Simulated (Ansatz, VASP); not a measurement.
**Two plane-wave programs on GaN**

```
Ga N
1.0
     0.00000    2.24895    2.24895
     2.24895    0.00000    2.24895
     2.24895    2.24895    0.00000
Ga N
1 1
Direct
  0.00000 0.00000 0.00000
  0.75000 0.75000 0.75000
```

Alike in both runs: task single point; functional LDA; k mesh 10 × 10 × 10; no spin polarisation.

|  | VASP | Ansatz |
| --- | --- | --- |
| version | VASP 6.6.1 | Ansatz 0.2.0 |
| potentials or method | VASP PAW LDA potentials, release 64 (Ga_d, N_h) | plane waves, PAW |
| plane-wave cutoff (eV) | 1330 | 420 |
| occupations | gaussian, width 0.01 eV | fixed |
| valence electrons in the cell | 18 | 18 |

```csv
,VASP,Ansatz,Ansatz less VASP
gap on the k mesh at the Fermi level (eV),1.79,1.77,-0.017
pressure (GPa),-4.5,-5.4,-0.87
```

LDA's correlation is that of Perdew and Zunger in VASP and of Perdew and Wang (1992) in Ansatz.
